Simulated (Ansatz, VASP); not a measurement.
**ZnS: VASP beside Ansatz**

```
Zn S
1.0
     3.73575    0.00000    0.00000
    -1.86788    3.23525    0.00000
     0.00000    0.00000   12.99145
Zn S
4 4
Direct
  0.00000 0.00000 0.00005
  0.00000 0.00000 0.50005
  0.33333 0.66667 0.25002
  0.66667 0.33333 0.75002
  0.00000 0.00000 0.18729
  0.00000 0.00000 0.68729
  0.33333 0.66667 0.43764
  0.66667 0.33333 0.93764
```

Alike in both runs: task single point; functional PBE; k mesh 9 × 9 × 4; occupations gaussian, width 0.05 eV; no spin polarisation.

|  | VASP | Ansatz |
| --- | --- | --- |
| version | VASP 6.6.1 | Ansatz 0.2.0 |
| potentials or method | VASP PAW PBE potentials, release 64 (Zn, S), cutoff 520 eV | scalar-relativistic, plane waves, PAW |
| valence electrons in the cell | 72 | 72 |

VASP gave:

| Quantity | Value |
| --- | --- |
| gap on the k mesh at the Fermi level (eV) | 2.01 |
| least direct gap on the mesh (eV) | 2.01 |
| pressure (GPa) | 2.6 |
| traceless stress, the component that is largest in VASP (GPa) | -5.35 |
| rms of the force components (eV/Å) | 0.190 |

Q: Which values does Ansatz return?

A: gap on the k mesh at the Fermi level (eV): 2.01; least direct gap on the mesh (eV): 2.01; pressure (GPa): 2.4; traceless stress, the component that is largest in VASP (GPa): -5.32; rms of the force components (eV/Å): 0.187.

Atom by atom the forces differ by 0.003 eV/Å (rms over components).
